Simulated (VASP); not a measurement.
**TeRu: single point with PBEsol**

Crystal: TeRu.

```
CELL_PARAMETERS angstrom
0.00000 2.86780 2.86780
2.86780 0.00000 2.86780
2.86780 2.86780 0.00000
ATOMIC_POSITIONS crystal
Ru 0.00000 0.00000 0.00000
Te 0.25000 0.25000 0.25000
```

* Program: VASP 6.6.1
* Task: single point
* Functional: PBEsol
* Potentials or basis: VASP PAW PBE potentials, release 64 (Ru_pv, Te)
* Cutoff: 520 eV
* k mesh: 8 × 8 × 8
* Occupations: gaussian, width 0.05 eV
* Spin: no spin polarisation
* Dipole correction: no
* Further INCAR settings: ALGO = Normal; EDIFF = 1e-07; NBANDS = 17

```
Pressure               : 4.8 GPa
Band gap on the k mesh : zero (bands 10 and 11 overlap by 3.55 eV)
```

Levels at points of the mesh, in eV from the Fermi level:
| k point | band 8 | band 9 | band 10 | band 11 | band 12 | band 13 |
| --- | --- | --- | --- | --- | --- | --- |
| (0.00, 0.00, 0.00) | -1.61 | -1.61 | 3.14 | 4.10 | 4.10 | 4.10 |
| (0.50, 0.00, 0.00) | -1.45 | -1.45 | -1.21 | 1.90 | 1.90 | 4.28 |
| (0.50, 0.50, 0.00) | -2.07 | -1.25 | -0.89 | -0.41 | -0.41 | 5.16 |

It took 9.9 s on 1 thread of AMD EPYC 9R45 96-Core Processor (Zen 5), with other jobs on the host, peak memory 0.15 GiB.

Caveat: the cell stands under pressure; the PAW data sets were made with another functional, which shifts forces and pressure a little; spin-orbit coupling is left out, which moves the levels of the heavy elements.
